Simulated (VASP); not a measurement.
Wanted: the native input for a VASP 6.6.1 run.

| Property | Result |
| --- | --- |
| Task | single point |
| Functional | PBE |
| Potentials or basis | VASP PAW PBE potentials, release 64 (Na_pv) |
| Cutoff | 520 eV |
| k mesh | 16 × 16 × 16 |
| Occupations | gaussian, width 0.15 eV |
| Spin | no spin polarisation |
| Dipole correction | no |
| Further INCAR settings | ALGO = Fast; EDIFF = 1e-06; NBANDS = 10 |

The structure of Na lies in POSCAR:

```
Na
1.0
   -2.0936781250      2.0936781250      2.1175000000
    2.0936781250     -2.0936781250      2.1175000000
    2.1413218750      2.1413218750     -2.1175000000
Na
1
Direct
    0.0000000000      0.0000000000      0.0000000000
```

This cell differs from its parent crystal: strain +0.0225 x Voigt [0, 0, 0, 0, 0, 1].

One way to write it, as run:

INCAR

```
SYSTEM = Na
PREC     = Accurate       ! precision mode
ENCUT    = 520            ! plane-wave cutoff, eV
EDIFF    = 1E-6           ! SCF threshold, eV
ISMEAR   = 0              ! smearing method
SIGMA    = 0.15           ! smearing width, eV
LREAL    = .FALSE.        ! projectors in reciprocal space
LASPH    = .TRUE.         ! aspherical terms in the spheres
NELM     = 60             ! most SCF steps
ALGO     = Fast           ! electronic algorithm
ISIF     = 2              ! what is computed and relaxed
LWAVE    = .FALSE.        ! write WAVECAR
LCHARG   = .TRUE.         ! write CHGCAR
GGA      = PE             ! functional
LELF     = .TRUE.         ! ELF
LVHAR    = .TRUE.       
NBANDS   = 10             ! bands
```

KPOINTS

```
Automatic mesh
0
G
  16 16 16
  0 0 0
```

Potentials or basis: VASP PAW PBE potentials, release 64 (Na_pv).

Launch:

```console
$ cat potpaw_PBE.64/Na_pv/POTCAR > POTCAR
$ mpirun -np 1 vasp_std > vasp.out
```

Results of the run:

| Quantity | Value |
| --- | --- |
| Pressure | -0.3 GPa |

Caveat: the cell differs from its parent crystal (strain +0.0225 x Voigt [0, 0, 0, 0, 0, 1]).

It took 64 s on 1 thread of Intel(R) Xeon(R) 6975P-C (Granite Rapids), on a shared host, peak memory 0.29 GiB.
